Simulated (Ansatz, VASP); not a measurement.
# Two plane-wave programs on Al2InN3

Contents of INCAR:

```
ALGO = Normal ; EDIFF = 1E-6
ENCUT = 520 ; GGA = PE
ISIF = 2 ; ISMEAR = 0
LASPH = True ; LCHARG = False
LREAL = False ; LWAVE = False
NBANDS = 46 ; NELM = 60
PREC = Accurate ; SIGMA = 0.05
```

Contents of KPOINTS:

```
k-points
0
Gamma
  6 6 4
```

Contents of POSCAR:

```
Al2InN3
1.0
    4.9427068096     -2.8686858287      0.0139397636
    4.8869580934      2.7717468835     -0.0260753022
   -0.0064779679     -0.0371421203      5.2670018791
Al In N
4 2 6
Direct
    0.0110699171      0.3316577134      0.9915730679
    0.6766690408      1.0088717184      1.0181874201
    1.0341074382      0.6650330300      0.4795118869
    0.3244751924      0.0339095631      0.5012652345
    0.2847205666      0.6855565544      0.9817731771
    0.7090409280      0.3086991382      0.4787488255
   -0.0209331973      0.3368217069      0.3730592619
    0.6653776388      0.9600346039      0.3732577334
    0.9358021178      0.6650441599      0.8206063912
    0.3461448338      0.0195243264      0.8495024400
    0.2923882647      0.7327219807      0.4102419036
    0.7411372590      0.2521255047      0.8982725978
```

Input for Ansatz:

```yaml
crystal:
  lattice:
    - [4.9427068096, -2.8686858287, 0.0139397636]
    - [4.8869580934, 2.7717468835, -0.0260753022]
    - [-0.0064779679, -0.0371421203, 5.2670018791]
  atoms:
    - { symbol: Al, position: [0.0110699171, 0.3316577134, 0.9915730679] }
    - { symbol: Al, position: [0.6766690408, 1.0088717184, 1.0181874201] }
    - { symbol: Al, position: [1.0341074382, 0.66503303, 0.4795118869] }
    - { symbol: Al, position: [0.3244751924, 0.0339095631, 0.5012652345] }
    - { symbol: In, position: [0.2847205666, 0.6855565544, 0.9817731771] }
    - { symbol: In, position: [0.709040928, 0.3086991382, 0.4787488255] }
    - { symbol: "N", position: [-0.0209331973, 0.3368217069, 0.3730592619] }
    - { symbol: "N", position: [0.6653776388, 0.9600346039, 0.3732577334] }
    - { symbol: "N", position: [0.9358021178, 0.6650441599, 0.8206063912] }
    - { symbol: "N", position: [0.3461448338, 0.0195243264, 0.84950244] }
    - { symbol: "N", position: [0.2923882647, 0.7327219807, 0.4102419036] }
    - { symbol: "N", position: [0.741137259, 0.2521255047, 0.8982725978] }
basis:
  ecutwfc: 420
kpoints:
  mp_grid: { grid: [6, 6, 4] }
hamiltonian:
  xc: pbe
scf:
  occupations: { method: gaussian, width: 0.05 }
output:
  forces: true
  stress: true
  eigenvalues: true
  write_density: true
  write_potential: true
  elf: true
  volumetric_format: npy
```

Change from the starting cell: all atoms moved at random, sigma 0.15 Å a component, cell strained at random, sigma 0.01.

Alike in both runs: task single point; functional PBE; k mesh 6 × 6 × 4; occupations gaussian, width 0.05 eV; no spin polarisation.

|  | VASP | Ansatz |
| --- | --- | --- |
| version | VASP 6.6.1 | Ansatz 0.2.0 |
| potentials or method | VASP PAW PBE potentials, release 64 (Al, In_d, N), cutoff 520 eV | scalar-relativistic, plane waves, PAW |
| valence electrons in the cell | 68 | 68 |

|  | VASP | Ansatz | Ansatz less VASP |
| --- | --- | --- | --- |
| gap on the k mesh at the Fermi level (eV) | 1.53 | 1.53 | +0.002 |
| least direct gap on the mesh (eV) | 1.54 | 1.54 | +0.003 |
| pressure (GPa) | 8.3 | 8.7 | +0.33 |
| traceless stress, the component that is largest in VASP (GPa) | 14.54 | 14.77 | +0.232 |
| rms of the force components (eV/Å) | 3.487 | 3.568 | +0.0806 |

Atom by atom the forces differ by 0.095 eV/Å (rms over components).
